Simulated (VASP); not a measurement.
Crystal: Mg3PtCl.

```xyz
5
Lattice="4.4752 0.0000 0.0000 0.0000 4.4752 0.0000 0.0000 0.0000 4.4752" Properties=species:S:1:pos:R:3 pbc="T T T"
Mg    0.0000    2.2376    2.2376
Mg    2.2376    0.0000    2.2376
Mg    2.2376    2.2376    0.0000
Pt    0.0000    0.0000    0.0000
Cl    2.2376    2.2376    2.2376
```

The cell was built from a structure type or drawn by symmetry, and may not be a known phase.

| Item | Value |
| --- | --- |
| Program | VASP 6.6.1 |
| Task | relaxation of cell and atoms |
| Functional | PBE |
| Potentials or basis | VASP PAW PBE potentials, release 64 (Mg, Pt, Cl) |
| Cutoff | 600 eV |
| k mesh | 4 × 4 × 4 |
| Occupations | gaussian, width 0.1 eV |
| Spin | no spin polarisation |

At the start: pressure 9.1 GPa; volume 17.92 Å³/atom.

Question: Where does the relaxation end?

Answer: Over 3 steps the energy falls by 63.3 meV/atom and the volume is 20.45 Å³/atom (+14.1 %); space group Pm-3m (No. 221, to 0.1 Å) before and after.

The path:
```csv
step,energy change (eV),largest force (eV/Å),pressure (GPa),volume (Å³)
1,0.0000,0.0000,9.09,89.62
2,-0.3146,0.0000,-0.55,103.48
3,-0.3167,0.0000,0.03,102.25
```

Final structure:
```
Mg Pt Cl
1.0
     4.67613    0.00000    0.00000
     0.00000    4.67613    0.00000
     0.00000    0.00000    4.67613
Mg Pt Cl
3 1 1
Direct
  0.00000 0.50000 0.50000
  0.50000 0.00000 0.50000
  0.50000 0.50000 0.00000
  0.00000 0.00000 0.00000
  0.50000 0.50000 0.50000
```

Caveat: an odd number of electrons without spin polarisation forces a metal; a magnetic or distorted state may lie lower.
